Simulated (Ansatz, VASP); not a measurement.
# SiC in VASP and in Ansatz

Contents of INCAR:

```
SYSTEM = SiC
  ALGO = Normal
  EDIFF = 1E-6
  ENCUT = 600
  GGA = PE
  GGA_COMPAT = .FALSE.
  ISIF = 2
  ISMEAR = -1
  LASPH = .TRUE.
  LCHARG = .TRUE.
  LELF = .TRUE.
  LREAL = .FALSE.
  LVHAR = .TRUE.
  LWAVE = .FALSE.
  NBANDS = 26
  NELM = 120
  PREC = Accurate
  SIGMA = 0.01
```

File KPOINTS:

```
k-points
0
G
  3 3 3
  0 0 0
```

File POSCAR:

```
SiC
1.0
    4.3797050000      0.0000000000      0.0000000000
    0.0000000000      0.0000000000     -4.3797050000
    0.0000000000      4.3797050000      0.0000000000
Si C
4 4
Direct
    0.2500000000      0.2500000000      0.2500000000
    0.2500000000      0.7500000000      0.7500000000
    0.7500000000      0.2500000000      0.7500000000
    0.7500000000      0.7500000000      0.2500000000
    0.0000000000      0.0000000000      0.0000000000
    0.0000000000      0.5000000000      0.5000000000
    0.5000000000      0.0000000000      0.5000000000
    0.5000000000      0.5000000000      0.0000000000
```

Input for Ansatz:

```yaml
crystal:
  lattice:
    - [4.379705, 0.0, 0.0]
    - [0.0, 0.0, -4.379705]
    - [0.0, 4.379705, 0.0]
  atoms:
    - { symbol: Si, position: [0.25, 0.25, 0.25] }
    - { symbol: Si, position: [0.25, 0.75, 0.75] }
    - { symbol: Si, position: [0.75, 0.25, 0.75] }
    - { symbol: Si, position: [0.75, 0.75, 0.25] }
    - { symbol: C, position: [0.0, 0.0, 0.0] }
    - { symbol: C, position: [0.0, 0.5, 0.5] }
    - { symbol: C, position: [0.5, 0.0, 0.5] }
    - { symbol: C, position: [0.5, 0.5, 0.0] }
basis:
  ecutwfc: 420.0
  ecutrho_ratio: 4
  xc_grid: 2
  fft_grid_basis: typed
  precision: f64
kpoints:
  mp_grid: { grid: [3, 3, 3] }
hamiltonian:
  pseudopotentials: { kind: paw, azcp: { folder: soft_1 } }
scf:
  max_iter: 60
  self_checks: high
  occupations: { method: fermi_dirac, width: 0.01 }
output:
  forces: true
checkpoint:
  write: "../host.relax.run"
  compress: false
  write_wavefunctions: true
  write_every: 100000
```

Alike in both runs: task single point; functional PBE; k mesh 3 × 3 × 3; occupations fermi-dirac, width 0.01 eV; no spin polarisation.

```csv
,VASP,Ansatz
version,VASP 6.6.1,Ansatz 0.2.0
potentials or method,"VASP PAW PBE potentials, release 64 (Si, C), cutoff 600 eV",plane-wave PAW DFT
valence electrons in the cell,32,32
```

|  | VASP | Ansatz | Ansatz less VASP |
| --- | --- | --- | --- |
| gap on the k mesh at the Fermi level (eV) | 1.36 | 1.37 | +0.002 |

The k mesh is coarse, so the values compare programs but aren't converged.
